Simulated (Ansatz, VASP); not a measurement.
One calculation of Be, two programs

Contents of INCAR:

```
SYSTEM = Be
PREC     = Accurate       ! precision mode
ENCUT    = 600            ! plane-wave cutoff, eV
EDIFF    = 1E-6           ! SCF threshold, eV
ISMEAR   = 0              ! smearing method
SIGMA    = 0.1            ! smearing width, eV
LREAL    = .False.        ! projectors in reciprocal space
LASPH    = .True.         ! aspherical terms in the spheres
NELM     = 100            ! most SCF steps
ALGO     = Normal         ! electronic algorithm
ISIF     = 3              ! what is computed and relaxed
LWAVE    = .False.        ! write WAVECAR
LCHARG   = .False.        ! write CHGCAR
GGA      = PS             ! functional
IBRION   = 2              ! ionic algorithm
NSW      = 100            ! ionic steps
EDIFFG   = -0.01          ! ionic threshold
```

Contents of KPOINTS:

```
regular mesh
0
Gamma
  24 24 24
  0 0 0
```

The input POSCAR:

```
Be
1.0
    1.1262153997      0.6502207642      5.3442985853
   -1.1262153997      0.6502207642      5.3442985853
    0.0000000000     -1.3004415283      5.3442985853
Be
3
Direct
    0.0000000000      0.0000000000      0.0000000000
    0.2216288950      0.2216288950      0.2216288950
    0.7783711050      0.7783711050      0.7783711050
```

Input for Ansatz:

```yaml
crystal:
  lattice:
    - [1.1262153997, 0.6502207642, 5.3442985853]
    - [-1.1262153997, 0.6502207642, 5.3442985853]
    - [0.0, -1.3004415283, 5.3442985853]
  atoms:
    - { symbol: Be, position: [0.0, 0.0, 0.0] }
    - { symbol: Be, position: [0.221628895, 0.221628895, 0.221628895] }
    - { symbol: Be, position: [0.778371105, 0.778371105, 0.778371105] }
basis:
  ecutwfc: 420
kpoints:
  mp_grid: { grid: [24, 24, 24] }
hamiltonian:
  xc: pbesol
scf:
  occupations: { method: gaussian, width: 0.1 }
output:
  forces: true
  stress: true
  eigenvalues: true
relax:
  adjacent_minimum: "off"
  f_tol: 0.01
  max_steps: 80
  cell: { stress_tol: 0.05 }
```

Alike in both runs: task relaxation of cell and atoms; functional PBEsol; k mesh 24 × 24 × 24; occupations gaussian, width 0.1 eV; no spin polarisation.

|  | VASP | Ansatz |
| --- | --- | --- |
| version | VASP 6.6.1 | Ansatz 0.2.0 |
| potentials or method | VASP PAW PBE potentials, release 64 (Be), cutoff 600 eV | scalar-relativistic, plane waves, PAW |
| valence electrons in the cell | 6 | 6 |

|  | VASP | Ansatz | Ansatz less VASP |
| --- | --- | --- | --- |
| gap on the k mesh at the Fermi level, each at its own relaxed structure (eV) | none | none | - |
| relaxed volume (Å³/atom) | 7.85 | 7.83 | -0.023 |
| relaxed cell length with the largest relative difference (Å) | 5.517 | 5.512 | -0.0044 |

VASP's potentials were made for PBE, not for PBEsol. A gap of «none» marks a metal or a gap that the smearing closes.
